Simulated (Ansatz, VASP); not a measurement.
**Two plane-wave programs on Al2Cu**

INCAR

```
  PREC = Accurate
  ENCUT = 520
  EDIFF = 1E-6
  ISMEAR = 0
  SIGMA = 0.15
  LREAL = F
  LASPH = T
  NELM = 60
  ALGO = Fast
  ISIF = 2
  LWAVE = F
  LCHARG = T
  GGA = PE
  LELF = T
  LVHAR = T
  NBANDS = 16
```

Contents of KPOINTS:

```
regular mesh
0
Gamma
  10 10 14
```

The input POSCAR:

```
Al2Cu
1.0
    4.1211626268      0.0000000000      0.0000000000
    0.0000000000      4.1211626268      0.0000000000
    0.0000000000      0.0000000000      2.8847334069
Al Cu
2 1
Direct
    0.5067846504      0.0039076392      0.5000000000
   -0.0888098901      0.4827718519      0.5000000000
    0.0348277965      0.0056558685      0.0000000000
```

Input for Ansatz:

```yaml
crystal:
  lattice:
    - [4.1211626268, 0.0, 0.0]
    - [0.0, 4.1211626268, 0.0]
    - [0.0, 0.0, 2.8847334069]
  atoms:
    - { symbol: Al, position: [0.5067846504, 0.0039076392, 0.5] }
    - { symbol: Al, position: [-0.0888098901, 0.4827718519, 0.5] }
    - { symbol: Cu, position: [0.0348277965, 0.0056558685, 0.0] }
basis:
  ecutwfc: 520.0
kpoints:
  mp_grid: { grid: [10, 10, 14] }
hamiltonian:
  xc: pbe
  pseudopotentials: { kind: paw, azcp: { folder: soft_1 } }
scf:
  occupations: { method: gaussian, width: 0.15 }
output:
  forces: true
  stress: true
  eigenvalues: true
```

Change from the starting cell: mode 4 frozen in at -0.366 Å and mode 9 at -0.071 Å (largest displacements).

Alike in both runs: task single point; functional PBE; k mesh 10 × 10 × 14; occupations gaussian, width 0.15 eV; no spin polarisation.

```csv
,VASP,Ansatz
version,VASP 6.6.1,Ansatz 0.2.0
potentials or method,"VASP PAW PBE potentials, release 64 (Al, Cu), cutoff 520 eV","scalar-relativistic, plane waves, PAW"
valence electrons in the cell,17,25
```

```tsv
	VASP	Ansatz	Ansatz less VASP
gap on the k mesh at the Fermi level (eV)	none	none	-
pressure (GPa)	2.5	2.2	-0.30
traceless stress, the component that is largest in VASP (GPa)	-2.15	-2.16	-0.018
rms of the force components (eV/Å)	0.510	0.513	+0.0038
```

Atom by atom the forces differ by 0.006 eV/Å (rms over components). A gap of «none» marks a metal or a gap that the smearing closes. VASP's potentials hold 17 valence electrons a cell and Ansatz's 25, so a difference there can come from the potentials and not from the codes.
